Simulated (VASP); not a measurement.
A run of VASP 6.6.1 is set up as follows.

The input INCAR:

```
PREC = Accurate
ENCUT = 600
EDIFF = 1E-8
ISMEAR = -1
SIGMA = 0.05
LREAL = F
LASPH = T
NELM = 100
ALGO = Fast
ISIF = 3
LWAVE = F
LCHARG = F
GGA = PS
NBANDS = 13
IBRION = 6
NFREE = 2
POTIM = 0.015
NSW = 1
```

The input KPOINTS:

```
regular mesh
0
Gamma
  8 8 8
```

The input POSCAR:

```
Sn
1.0
   -1.8946518192      1.8946518192      1.8946518192
    1.8946518192     -1.8946518192      1.8946518192
    1.8946518192      1.8946518192     -1.8946518192
Sn
1
Direct
    0.0000000000      0.0000000000      0.0000000000
```

Potentials or basis: VASP PAW PBE potentials, release 64 (Sn_d).

The run is started by

```sh
$ cat potpaw_PBE.64/Sn_d/POTCAR > POTCAR
$ mpirun -np 1 vasp_std > vasp.out
```

(1) Predict the elastic constants C11, C12, C44.

(2) What does it give for the Voigt bulk modulus?

Results:

(1) 14, 56, 1 GPa.

(2) 42 GPa.

Caveat: the cell is under stress, which shifts elastic constants; the elastic tensor has a negative eigenvalue, so either the cell is unstable as it stands or the mesh is too thin; the PAW data sets were made with another functional, which shifts forces and pressure a little.
